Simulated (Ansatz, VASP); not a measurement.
# MgS: VASP beside Ansatz

Contents of INCAR:

```
PREC = Accurate
ENCUT = 520
EDIFF = 1E-7
ISMEAR = 0
SIGMA = 0.05
LREAL = False
LASPH = True
NELM = 100
ALGO = Normal
ISIF = 2
LWAVE = False
LCHARG = True
LELF = True
LVHAR = True
NBANDS = 11
```

The input KPOINTS:

```
regular mesh
0
Gamma
  8 8 8
```

The input POSCAR:

```
MgS
1.0
    0.0000000000      2.4554372700      2.6016500000
    2.7478627300      0.0000000000      2.6016500000
    2.7478627300      2.4554372700      0.0000000000
Mg S
1 1
Direct
    0.0000000000      0.0000000000      0.0000000000
    0.5000000000      0.5000000000      0.5000000000
```

Input for Ansatz:

```yaml
crystal:
  lattice:
    - [0.0, 2.45543727, 2.60165]
    - [2.74786273, 0.0, 2.60165]
    - [2.74786273, 2.45543727, 0.0]
  atoms:
    - { symbol: Mg, position: [0.0, 0.0, 0.0] }
    - { symbol: S, position: [0.5, 0.5, 0.5] }
basis:
  ecutwfc: 420
kpoints:
  mp_grid: { grid: [8, 8, 8] }
hamiltonian:
  xc: lda
scf:
  occupations: { method: gaussian, width: 0.05 }
output:
  forces: true
  stress: true
  eigenvalues: true
```

Change from the starting cell: strain +0.0562 x Voigt [1, -1, 0, 0, 0, 0], atoms carried along.

Alike in both runs: task single point; functional LDA; k mesh 8 × 8 × 8; occupations gaussian, width 0.05 eV; no spin polarisation.

|  | VASP | Ansatz |
| --- | --- | --- |
| version | VASP 6.6.1 | Ansatz 0.2.0 |
| potentials or method | VASP PAW LDA potentials, release 64 (Mg, S), cutoff 520 eV | scalar-relativistic, plane waves, PAW |
| valence electrons in the cell | 8 | 16 |

```tsv
	VASP	Ansatz	Ansatz less VASP
gap on the k mesh at the Fermi level (eV)	2.19	2.19	+0.001
least direct gap on the mesh (eV)	3.32	3.31	-0.012
pressure (GPa)	-2.1	-1.6	+0.55
traceless stress, the component that is largest in VASP (GPa)	6.27	6.26	-0.010
```

LDA's correlation is that of Perdew and Zunger in VASP and of Perdew and Wang (1992) in Ansatz. VASP's potentials hold 8 valence electrons a cell and Ansatz's 16, so a difference there can come from the potentials and not from the codes.
